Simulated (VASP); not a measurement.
Write the native input for VASP 6.6.1 that does the following.

* Task: single point
* Functional: LDA
* Potentials or basis: VASP PAW LDA potentials, release 64 (Ru_pv)
* Cutoff: 520 eV
* k mesh: 18 × 18 × 10
* Occupations: gaussian, width 0.05 eV
* Spin: no spin polarisation
* Dipole correction: no
* Further INCAR settings: ALGO = Normal; EDIFF = 1e-07; NBANDS = 21

The structure of Ru lies in POSCAR:

```
Ru
1.0
    2.6735333232      0.0000000000      0.0000000000
   -1.3367666616      2.3153477758      0.0000000000
    0.0000000000      0.0000000000      4.2272762510
Ru
2
Direct
    0.3333333333      0.6666666667      0.7500000000
    0.6666666667      0.3333333333      0.2500000000
```

The input as run:

INCAR

```
SYSTEM = Ru
  ALGO = Normal
  EDIFF = 1E-7
  ENCUT = 520
  GGA = CA
  ISIF = 2
  ISMEAR = 0
  LASPH = .True.
  LCHARG = .False.
  LREAL = .False.
  LWAVE = .False.
  NBANDS = 21
  NELM = 80
  PREC = Accurate
  SIGMA = 0.05
```

KPOINTS

```
k-points
0
Gamma
  18 18 10
  0 0 0
```

Potentials or basis: VASP PAW LDA potentials, release 64 (Ru_pv).

Command:

```bash
$ cat potpaw_LDA.64/Ru_pv/POTCAR > POTCAR
$ mpirun -np 1 vasp_std > vasp.out
```

It gave:

The pressure is 1.0 GPa and the band gap on the k mesh is zero (band 14 reaches 14.96 eV, above the bottom of band 15 at 11.64 eV).

It took 38 s on 1 thread of Intel(R) Xeon(R) Platinum 8559C (Emerald Rapids), with other jobs on the host, peak memory 0.2 GiB.
